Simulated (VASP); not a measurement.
Input of a VASP 6.6.1 run:

Contents of INCAR:

```
PREC     = Accurate       # precision mode
ENCUT    = 520            # plane-wave cutoff, eV
EDIFF    = 1E-8           # SCF threshold, eV
ISMEAR   = -1             # smearing method
SIGMA    = 0.05           # smearing width, eV
LREAL    = F              # projectors in reciprocal space
LASPH    = T              # aspherical terms in the spheres
NELM     = 100            # most SCF steps
ALGO     = Normal         # electronic algorithm
ISIF     = 2              # what is computed and relaxed
LWAVE    = F              # write WAVECAR
LCHARG   = F              # write CHGCAR
GGA      = PS             # functional
LEFG     = T            
NBANDS   = 8              # bands
```

Contents of KPOINTS:

```
regular mesh
0
Gamma
  12 12 12
```

Contents of POSCAR:

```
Sb
1.0
    0.0000000000      2.3353324258      2.3353324258
    2.3353324258      0.0000000000      2.3353324258
    2.3353324258      2.3353324258      0.0000000000
Sb
1
Direct
    0.0000000000      0.0000000000      0.0000000000
```

Potentials or basis: VASP PAW PBE potentials, release 64 (Sb).

Run with:

```console
$ cat potpaw_PBE.64/Sb/POTCAR > POTCAR
$ mpirun -np 1 vasp_std > vasp.out
```

**Question.** Predict the pressure.

**Answer.** 2.1 GPa.

Caveat: without QUAD_EFG the Cq values of the log hold for a quadrupole moment of 1 mb, not for the nuclei; the PAW data sets were made with another functional, which shifts forces and pressure a little.
